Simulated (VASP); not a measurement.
Set up this calculation in VASP 6.6.1, as the native input.

```
Task                   : single point
Functional             : PBE
Potentials or basis    : VASP PAW PBE potentials, release 64 (Mg, Te, Cd)
Cutoff                 : 520 eV
k mesh                 : 4 × 4 × 4
Occupations            : gaussian, width 0.01 eV
Spin                   : no spin polarisation
Dipole correction      : no
Further INCAR settings : ALGO = Normal; EDIFF = 1e-07; NBANDS = 41
```

The structure of MgCd3Te4 lies in POSCAR:

```
MgCd3Te4
1.0
    6.5911459681      0.0000000000      0.0000000000
    0.0000000000      6.5911459681      0.0000000000
    0.0000000000      0.0000000000      6.5911459681
Mg Te Cd
1 4 3
Direct
    0.0000000000      0.0000000000      0.0000000000
    0.2472029275      0.2472029275      0.2472029275
    0.7527970725      0.7527970725      0.2472029275
    0.7527970725      0.2472029275      0.7527970725
    0.2472029275      0.7527970725      0.7527970725
    0.5000000000      0.5000000000      0.0000000000
    0.5000000000      0.0000000000      0.5000000000
    0.0000000000      0.5000000000      0.5000000000
```

One way to write it, as run:

INCAR

```
ALGO = Normal
EDIFF = 1E-7
ENCUT = 520
GGA = PE
ISIF = 2
ISMEAR = 0
LASPH = T
LCHARG = F
LREAL = F
LWAVE = F
NBANDS = 41
NELM = 60
PREC = Accurate
SIGMA = 0.01
```

KPOINTS

```
k-points
0
Gamma
  4 4 4
```

Potentials or basis: VASP PAW PBE potentials, release 64 (Mg, Te, Cd).

Command:

```console
$ cat potpaw_PBE.64/Mg/POTCAR potpaw_PBE.64/Te/POTCAR potpaw_PBE.64/Cd/POTCAR > POTCAR
$ mpirun -np 1 vasp_std > vasp.out
```

Results of the run:

* Pressure: 0.1 GPa
* Largest force: 0.014 eV/Å
* Band gap on the k mesh: 1.00 eV

Caveat: spin-orbit coupling is left out, which moves the levels of the heavy elements.

Run time: 110 s on 1 thread of AMD EPYC 9R45 96-Core Processor (Zen 5) (shared host), peak memory 0.37 GiB.
